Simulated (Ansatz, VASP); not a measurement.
# One calculation of LaP, two programs

INCAR

```
SYSTEM = LaP
PREC = Accurate ; ENCUT = 520
EDIFF = 1E-8 ; ISMEAR = -1
SIGMA = 0.03 ; LREAL = .False.
LASPH = .True. ; NELM = 80
ALGO = Normal ; ISIF = 2
LWAVE = .False. ; LCHARG = .False.
GGA = CA ; LEFG = .True.
NBANDS = 15
```

Contents of KPOINTS:

```
Automatic mesh
0
Gamma
  10 10 10
  0 0 0
```

Contents of POSCAR:

```
LaP
1.0
    0.0000000000      3.0024246739      3.0024246739
    3.0024246739      0.0000000000      3.0024246739
    3.0024246739      3.0024246739      0.0000000000
La P
1 1
Direct
    0.0000000000      0.0000000000      0.0000000000
    0.5000000000      0.5000000000      0.5000000000
```

Input for Ansatz:

```yaml
crystal:
  lattice:
    - [0.0, 3.0024246739, 3.0024246739]
    - [3.0024246739, 0.0, 3.0024246739]
    - [3.0024246739, 3.0024246739, 0.0]
  atoms:
    - { symbol: La, position: [0.0, 0.0, 0.0] }
    - { symbol: P, position: [0.5, 0.5, 0.5] }
kpoints:
  mp_grid: { grid: [10, 10, 10] }
scf:
  occupations: { method: fermi_dirac, width: 0.03 }
hamiltonian:
  xc: lda
  pseudopotentials: { kind: all_electron, datasets: crystal }
output:
  forces: true
  stress: true
  eigenvalues: true
  efg: { contact_densities: true }
```

Change from the starting cell: volume scaled by 0.99, crystal datasets.

Alike in both runs: task electric field gradients; functional LDA; k mesh 10 × 10 × 10; occupations fermi-dirac, width 0.03 eV; no spin polarisation.

|  | VASP | Ansatz |
| --- | --- | --- |
| version | VASP 6.6.1 | Ansatz 0.2.0 |
| potentials or method | VASP PAW LDA potentials, release 64 (La, P), cutoff 520 eV | all-electron PAW with datasets made for the crystal, scalar-relativistic |

```csv
,VASP,Ansatz,Ansatz less VASP
pressure (GPa),-2.6,-2.5,+0.05
```

LDA's correlation is that of Perdew and Zunger in VASP and of Perdew and Wang (1992) in Ansatz. Ansatz ran all-electron here, and VASP with PAW potentials.

Neither program's run includes spin-orbit coupling.
